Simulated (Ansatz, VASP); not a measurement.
One calculation of CdH2O2, two programs

Contents of INCAR:

```
SYSTEM = CdH2O2
  PREC = Accurate
  ENCUT = 520
  EDIFF = 1E-6
  ISMEAR = 0
  SIGMA = 0.01
  LREAL = .FALSE.
  LASPH = .TRUE.
  NELM = 60
  ALGO = Normal
  ISIF = 2
  LWAVE = .FALSE.
  LCHARG = .FALSE.
  GGA = PS
  NBANDS = 21
```

Contents of KPOINTS:

```
regular mesh
0
G
  6 6 4
  0 0 0
```

Contents of POSCAR:

```
CdH2O2
1.0
    3.9274029220      0.0000000000      0.0000000000
   -1.9637014610      3.4012289974      0.0000000000
    0.0000000000      0.0000000000      4.5426942053
Cd H O
1 2 2
Direct
    0.3333333333      0.6666666667      0.9873000000
    0.0000000000      0.0000000000      0.0080800000
    0.6666666667      0.3333333333      0.4318900000
    0.0000000000      0.0000000000      0.7861900000
    0.6666666667      0.3333333333      0.2118900000
```

Input for Ansatz:

```yaml
crystal:
  lattice:
    - [3.92740292195362, 0.0, 0.0]
    - [-1.96370146097681, 3.4012289973504304, 0.0]
    - [0.0, 0.0, 4.542694205336602]
  atoms:
    - { symbol: Cd, position: [0.3333333333333333, 0.6666666666666666, 0.9873] }
    - { symbol: H, position: [0.0, 0.0, 0.00808] }
    - { symbol: H, position: [0.6666666666666666, 0.3333333333333333, 0.43189] }
    - { symbol: O, position: [0.0, 0.0, 0.78619] }
    - { symbol: O, position: [0.6666666666666666, 0.3333333333333333, 0.21189] }
basis:
  ecutwfc: 476.19925930478996
kpoints:
  mp_grid:
    grid: [6, 6, 4]
hamiltonian:
  xc: pbesol
scf:
  convergence:
    dr2_threshold: 1.0e-10
  occupations:
    method: fixed
output:
  stress: true
```

Alike in both runs: task single point; functional PBEsol; k mesh 6 × 6 × 4; no spin polarisation.

|  | VASP | Ansatz |
| --- | --- | --- |
| version | VASP 6.6.1 | Ansatz 0.2.0 |
| potentials or method | VASP PAW PBE potentials, release 64 (Cd, H, O), cutoff 520 eV | plane waves, PAW |
| occupations | gaussian, width 0.01 eV | fixed |
| valence electrons in the cell | 26 | 34 |

Ansatz gave:

- pressure (GPa): -8.8
- traceless stress, the component that is largest in VASP (GPa): 0.45

**Question.** Which values does VASP return?

**Answer.** Pressure (GPa): -8.4; traceless stress, the component that is largest in VASP (GPa): 0.68.

VASP's potentials were made for PBE, not for PBEsol. VASP's potentials hold 26 valence electrons a cell and Ansatz's 34, so a difference there can come from the potentials and not from the codes.
